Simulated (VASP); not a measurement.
# Li16S7 (a cell with a defect) in VASP: single point with PBEsol

Aim: the single point of Li16S7 (a cell with a defect) with PBEsol.

Program: VASP 6.6.1. These are calculated values, not measurements. Logs are shortened: lines on timing, memory, paths and dates and some standing lists are left out, and cuts for length are marked.

**1. The cell of the first run**

The cell holds a defect, 23 atoms: a = 7.996 Å, b = 7.996 Å, c = 7.996 Å, α = 60.00°, β = 60.00°, γ = 60.00°.

**2. Single point, PBEsol (atoms taken out, then relaxed in part)**

File INCAR:

```
ALGO = Normal
EDIFF = 1E-6
ENCUT = 650
GGA = PS
GGA_COMPAT = F
ISIF = 2
ISMEAR = 0
LASPH = T
LCHARG = F
LREAL = F
LWAVE = F
NBANDS = 62
NELECT = 88.0
NELM = 120
PREC = Accurate
SIGMA = 0.05
```

File KPOINTS:

```
k-points
0
Gamma
  4 4 4
```

File POSCAR:

```
Li16S7
1.0
    0.0000000000      5.6541569289      5.6541569289
    5.6541569289      0.0000000000      5.6541569289
    5.6541569289      5.6541569289      0.0000000000
Li S
16 7
Direct
    0.1392440127      0.1202519958      0.1202519958
    0.1427703839      0.0716888482      0.6427703839
    0.1427703839      0.6427703839      0.0716888482
    0.1427703839      0.6427703839      0.6427703839
    0.6202519958      0.1202519958      0.1202519958
    0.6202519958      0.1202519958      0.6392440127
    0.6202519958      0.6392440127      0.1202519958
    0.5716888482      0.6427703839      0.6427703839
    0.4283111518      0.3572296161      0.3572296161
    0.3797480042      0.3607559873      0.8797480042
    0.3797480042      0.8797480042      0.3607559873
    0.3797480042      0.8797480042      0.8797480042
    0.8572296161      0.3572296161      0.3572296161
    0.8572296161      0.3572296161      0.9283111518
    0.8572296161      0.9283111518      0.3572296161
    0.8607559873      0.8797480042      0.8797480042
    0.0000000000      0.5000000000      0.0000000000
    0.0000000000      0.0000000000      0.5000000000
    0.0000000000      0.0000000000      0.0000000000
    0.5000000000      0.5000000000      0.5000000000
    0.5000000000      0.5000000000      0.0000000000
    0.5000000000      0.0000000000      0.5000000000
    0.5000000000      0.0000000000      0.0000000000
```

Potentials or basis: VASP PAW PBE potentials, release 64 (Li_sv, S).

Launch:

```bash
> cat potpaw_PBE.64/Li_sv/POTCAR potpaw_PBE.64/S/POTCAR > POTCAR
> mpirun -np 1 vasp_std > vasp.out
```

OUTCAR:

```text
EDIFF = 1E-6
   ENCUT = 650
   GGA = PS
   ISIF = 2
   ISMEAR = 0
   LASPH = T
   LREAL = F
   NELECT = 88.0
   NELM = 120
   PREC = Accurate

 ion  position               nearest neighbor table
   1  0.139  0.120  0.120-  23 2.36  18 2.48  17 2.48  19 2.48
   2  0.143  0.072  0.643-  18 2.36  19 2.36  22 2.36
   3  0.143  0.643  0.072-  17 2.36  19 2.36  21 2.36
   4  0.143  0.643  0.643-  17 2.36  18 2.36  20 2.36
   5  0.620  0.120  0.120-  23 2.36  21 2.48  22 2.48  19 2.48
   6  0.620  0.120  0.639-  23 2.36  20 2.48  18 2.48  22 2.48
   7  0.620  0.639  0.120-  23 2.36  20 2.48  17 2.48  21 2.48
   8  0.572  0.643  0.643-  20 2.36  21 2.36  22 2.36
   9  0.428  0.357  0.357-  20 2.36  21 2.36  22 2.36
  10  0.380  0.361  0.880-  23 2.36  20 2.48  17 2.48  21 2.48
  11  0.380  0.880  0.361-  23 2.36  20 2.48  18 2.48  22 2.48
  12  0.380  0.880  0.880-  23 2.36  21 2.48  22 2.48  19 2.48
  13  0.857  0.357  0.357-  17 2.36  18 2.36  20 2.36
  14  0.857  0.357  0.928-  17 2.36  19 2.36  21 2.36
  15  0.857  0.928  0.357-  18 2.36  19 2.36  22 2.36
  16  0.861  0.880  0.880-  23 2.36  18 2.48  17 2.48  19 2.48
  17  0.000  0.500  0.000-   3 2.36  14 2.36  13 2.36   4 2.36  10 2.48   1 2.48   7 2.48  16 2.48

  18  0.000  0.000  0.500-   2 2.36  15 2.36  13 2.36   4 2.36  11 2.48   1 2.48   6 2.48  16 2.48

  19  0.000  0.000  0.000-   2 2.36   3 2.36  14 2.36  15 2.36   5 2.48  12 2.48   1 2.48  16 2.48

  20  0.500  0.500  0.500-   8 2.36   9 2.36   4 2.36  13 2.36   7 2.48  10 2.48  11 2.48   6 2.48

  21  0.500  0.500  0.000-   3 2.36   8 2.36   9 2.36  14 2.36  12 2.48   5 2.48   7 2.48  10 2.48

  22  0.500  0.000  0.500-   2 2.36   8 2.36   9 2.36  15 2.36  12 2.48   5 2.48   6 2.48  11 2.48

  23  0.500  0.000  0.000-   1 2.36   6 2.36   7 2.36  10 2.36  11 2.36  16 2.36  12 2.36   5 2.36

  LATTYP: Found a face centered cubic cell.
 ALAT       =    11.3083138578

  Lattice vectors:

 A1 = (   0.0000000000,   5.6541569289,   5.6541569289)
 A2 = (   5.6541569289,   0.0000000000,   5.6541569289)
 A3 = (   5.6541569289,   5.6541569289,   0.0000000000)

Analysis of symmetry for initial positions (statically):
=====================================================================
 Subroutine PRICEL returns:
 Original cell was already a primitive cell.

 Routine SETGRP: Setting up the symmetry group for a
 face centered cubic supercell.

 Subroutine GETGRP returns: Found 48 space group operations
 (whereof  8 operations were pure point group operations)
 out of a pool of 48 trial point group operations.

The static configuration has the point symmetry D_2h.
 The point group associated with its full space group is O_h .

Analysis of symmetry for dynamics (positions and initial velocities):
=====================================================================
 Subroutine PRICEL returns:
 Original cell was already a primitive cell.

 Routine SETGRP: Setting up the symmetry group for a
 face centered cubic supercell.

 Subroutine GETGRP returns: Found 48 space group operations
 (whereof  8 operations were pure point group operations)
 out of a pool of 48 trial point group operations.

The dynamic configuration has the point symmetry D_2h.
 The point group associated with its full space group is O_h .

 Subroutine INISYM returns: Found 48 space group operations
 (whereof  8 operations are pure point group operations),
 and found     1 'primitive' translations

----------------------------------------------------------------------------------------

                                     Primitive cell

  volume of cell :     361.5210

  direct lattice vectors                    reciprocal lattice vectors
     0.000000000  5.654156929  5.654156929    -0.088430513  0.088430513  0.088430513
     5.654156929  0.000000000  5.654156929     0.088430513 -0.088430513  0.088430513
     5.654156929  5.654156929  0.000000000     0.088430513  0.088430513 -0.088430513

  length of vectors
     7.996185413  7.996185413  7.996185413     0.153166142  0.153166142  0.153166142

  position of ions in fractional coordinates (direct lattice)
     0.139244013  0.120251996  0.120251996
     0.142770384  0.071688848  0.642770384
     0.142770384  0.642770384  0.071688848
     0.142770384  0.642770384  0.642770384
     0.620251996  0.120251996  0.120251996
     0.620251996  0.120251996  0.639244013
[... 15 lines left out ...]
     0.500000000  0.000000000  0.500000000
     0.500000000  0.000000000  0.000000000

  ion indices of the primitive-cell ions
   primitive index   ion index
                 1           1
                 2           2
                 3           3
                 4           4
                 5           5
                 6           6
[... 15 lines left out ...]
                22          22
                23          23

----------------------------------------------------------------------------------------

 KPOINTS: k-points

Automatic generation of k-mesh.
 Grid dimensions read from file:
 generate k-points for:    4    4    4

 Generating k-lattice:

  Cartesian coordinates                     Fractional coordinates (reciprocal lattice)
    -0.022107628  0.022107628  0.022107628     0.250000000  0.000000000  0.000000000
     0.022107628 -0.022107628  0.022107628     0.000000000  0.250000000  0.000000000
     0.022107628  0.022107628 -0.022107628     0.000000000  0.000000000  0.250000000

  Length of vectors
     0.038291536  0.038291536  0.038291536

  Shift w.r.t. Gamma in fractional coordinates (k-lattice)
     0.000000000  0.000000000  0.000000000

 Subroutine IBZKPT returns following result:
 ===========================================

 Found      8 irreducible k-points:

 Following reciprocal coordinates:
            Coordinates               Weight
  0.000000  0.000000  0.000000      1.000000
  0.250000  0.000000  0.000000      8.000000
  0.500000  0.000000  0.000000      4.000000
  0.250000  0.250000  0.000000      6.000000
  0.500000  0.250000  0.000000     24.000000
 -0.250000  0.250000  0.000000     12.000000
  0.500000  0.500000  0.000000      3.000000
 -0.250000  0.500000  0.250000      6.000000
   k-points           NKPTS =      8   k-points in BZ     NKDIM =      8   number of bands    NBANDS=     62
   number of dos      NEDOS =    301   number of ions     NIONS =     23
   total plane-waves  NPLWV = 343000
   dimension x,y,z NGX =    70 NGY =   70 NGZ =   70
   dimension x,y,z NGXF=   140 NGYF=  140 NGZF=  140
   ions per type =              16   7
   NGX,Y,Z   is equivalent  to a cutoff of  14.55, 14.55, 14.55 a.u.
   NGXF,Y,Z  is equivalent  to a cutoff of  29.11, 29.11, 29.11 a.u.
 SYSTEM =  unknown system
   PREC   = accura    normal or accurate (medium, high low for compatibility)
   ISTART =      0    job   : 0-new  1-cont  2-samecut
   ICHARG =      2    charge: 1-file 2-atom 10-const
   ISPIN  =      1    spin polarized calculation?
   LNONCOLLINEAR =      F non collinear calculations
   LSORBIT =      F    spin-orbit coupling
   LASPH  =      T    aspherical Exc in radial PAW
   ENCUT  =  650.0 eV  47.77 Ry    6.91 a.u.  16.62 16.62 16.62*2*pi/ulx,y,z
   NELM   =    120;   NELMIN=  2; NELMDL= -5     # of ELM steps
   EDIFF  = 0.1E-05   stopping-criterion for ELM
   LREAL  =      F    real-space projection
   EDIFFG = 0.1E-04   stopping-criterion for IOM
   NSW    =      0    number of steps for IOM
   IBRION =     -1    ionic relax: 0-MD 1-quasi-New 2-CG
   NFREE  =      0    steps in history (QN), initial steepest desc. (CG)
   ISIF   =      2    stress and relaxation
   ISYM   =      2    0-nonsym 1-usesym 2-fastsym
   POTIM  = 0.5000    time-step for ionic-motion
   TEBEG  =    0.0;   TEEND  =   0.0 temperature during run
   PSTRESS=    0.0 pullay stress
   NELECT =      88.0000    total number of electrons
   NUPDOWN=      -1.0000    fix difference up-down
   EMIN   =  10.00;   EMAX   =-10.00  energy-range for DOS
   EFERMI =   0.00;   METHOD = LEGACY
   ISMEAR =     0;   SIGMA  =   0.05  broadening in eV -4-tet -1-fermi 0-gaus
   EFERMI_NEDOS =   21; number of points for ismear=-14 and -15
   IALGO  =     38    algorithm
   IMIX   =      4    mixing-type and parameters
     AMIX     =   0.40;   BMIX     =  1.00
     AMIX_MAG =   1.60;   BMIX_MAG =  1.00
  volume/ion in A,a.u.               =      15.72       106.07
  Fermi-wavevector in a.u.,A,eV,Ry     =   1.022173  1.931627 14.215887  1.044838
  Thomas-Fermi vector in A             =   2.155838
   LORBIT       =      0    0 simple, 1 ext, 2 COOP (PROOUT), +10 PAW based schemes
   GGA     = PS    functional components
   LHFCALC =     F    Hartree Fock is set to
   AEXX    =    0.0000 exact exchange contribution
   IVDW    =     0    specifies the selected vdW correction
   LEPSILON=     F    determine dielectric tensor
   LRPA    =     F    only Hartree local field effects (RPA)
 non-spin polarized calculation
 Gauss-broadening in eV      SIGMA  =   0.05
  energy-cutoff  :      650.00
  volume of cell :      361.52
 maximum number of plane-waves:     13640
 NGX is ok and might be reduce to    70
   NGX = 33   NGY = 33   NGZ = 33

 number of electron      88.0000034 magnetization

 Free energy of the ion-electron system (eV)
  ---------------------------------------------------
  ext. energy  EPLUGINS =         0.00000000
  ---------------------------------------------------
  free energy    TOTEN  =       -96.51562453 eV

  energy without entropy =      -96.51562453  energy(sigma->0) =      -96.51562453

 E-fermi :   1.3730     XC(G=0):  -8.1165

 val. band max:        1.0715555829   @ k =   0.0000   0.0000   0.0000
 cond. band min:       2.9656077206   @ k =   0.0000   0.0000   0.0000
 fundamental gap:      1.8940521377
 Fermi energy:         1.3730002032

 k-point     1 :       0.0000    0.0000    0.0000
  band No.  band energies     occupation
      1     -42.3974      2.00000
      2     -42.3923      2.00000
      3     -42.3923      2.00000
      4     -42.3923      2.00000
      5     -42.3911      2.00000
      6     -42.3904      2.00000
[... 461 lines left out ...]
     55       7.9612      0.00000
     56       7.9612      0.00000
 [bands above 56 left out]

------------------------ aborting loop because EDIFF is reached ----------------------------------------

  FORCE on cell =-STRESS in cart. coord.  units (eV):
  Direction    XX          YY          ZZ          XY          YZ          ZX
  --------------------------------------------------------------------------------------
  -------------------------------------------------------------------------------------
  Total       -7.6600277     -7.6600277     -7.6600277      0.0000000     -0.0000000     -0.0000000
  in kB      -33.9474652    -33.9474652    -33.9474652      0.0000000     -0.0000000     -0.0000000
  external PRESSURE =     -33.9474652 kB  Pullay stress =       0.0000000 kB

 VOLUME and BASIS-vectors are now :
 -----------------------------------------------------------------------------
  energy-cutoff  :      650.00
  volume of cell :      361.52
      direct lattice vectors                 reciprocal lattice vectors
     0.000000000  5.654156929  5.654156929    -0.088430513  0.088430513  0.088430513
     5.654156929  0.000000000  5.654156929     0.088430513 -0.088430513  0.088430513
     5.654156929  5.654156929  0.000000000     0.088430513  0.088430513 -0.088430513

 POSITION                                       TOTAL-FORCE (eV/Angst)
 -----------------------------------------------------------------------------------
      1.35985      1.46723      1.46723         0.002040     -0.002040     -0.002040
      4.03966      4.44157      1.21259         0.005482     -0.005482      0.005482
      4.03966      1.21259      4.44157         0.005482      0.005482     -0.005482
      7.26865      4.44157      4.44157        -0.005482     -0.005482     -0.005482
      1.35985      4.18693      4.18693         0.002040      0.002040      0.002040
      4.29431      7.12139      4.18693        -0.002040     -0.002040      0.002040
[... 15 lines left out ...]
      2.82708      5.65416      2.82708        -0.000000     -0.000000     -0.000000
      0.00000      2.82708      2.82708        -0.000000     -0.000000     -0.000000
 -----------------------------------------------------------------------------------
    total drift:                               -0.000000     -0.000000     -0.000000

  FREE ENERGIE OF THE ION-ELECTRON SYSTEM (eV)
  ---------------------------------------------------
  free  energy   TOTEN  =       -96.5156245311 eV

  energy  without entropy=      -96.5156245311  energy(sigma->0) =      -96.51562453
```

Run time: 5.1 min. Hardware: 1 thread of AMD EPYC 9R45 (Zen 5), shared host; peak memory 0.71 GiB.

What came out:

| Item | Value |
| --- | --- |
| Free energy | -96.5156 eV |
| Largest force | 0.009 eV/Å |

Forces on the atoms (eV/Å):
```
Li   0.002 -0.002 -0.002
Li   0.005 -0.005  0.005
Li   0.005  0.005 -0.005
Li  -0.005 -0.005 -0.005
Li   0.002  0.002  0.002
Li  -0.002 -0.002  0.002
Li  -0.002  0.002 -0.002
Li  -0.005  0.005  0.005
Li   0.005 -0.005 -0.005
Li   0.002 -0.002  0.002
Li   0.002  0.002 -0.002
Li  -0.002 -0.002 -0.002
Li   0.005  0.005  0.005
Li  -0.005 -0.005  0.005
Li  -0.005  0.005 -0.005
Li  -0.002  0.002  0.002
S    0.000  0.000  0.000
S    0.000  0.000  0.000
S    0.000  0.000  0.000
S    0.000  0.000  0.000
S    0.000  0.000  0.000
S    0.000  0.000  0.000
S    0.000  0.000  0.000
```

Levels at points of the mesh, in eV from the Fermi level:
```tsv
k point	band 42	band 43	band 44	band 45	band 46	band 47
(0.00, 0.00, 0.00)	-0.30	-0.30	-0.30	1.59	3.22	3.57
(0.50, 0.00, 0.00)	-0.82	-0.45	-0.45	2.68	3.74	4.40
(0.50, 0.50, 0.00)	-0.82	-0.82	-0.63	3.10	3.72	4.27
```

Caveat: the cell carries a net charge on a neutralising background, which shifts energy and pressure; the cell differs from its parent crystal (atoms taken out, then relaxed in part); the cell is charged against a uniform background, so pressure and absolute levels hang on convention; the PAW data sets were made with another functional, which shifts forces and pressure a little.
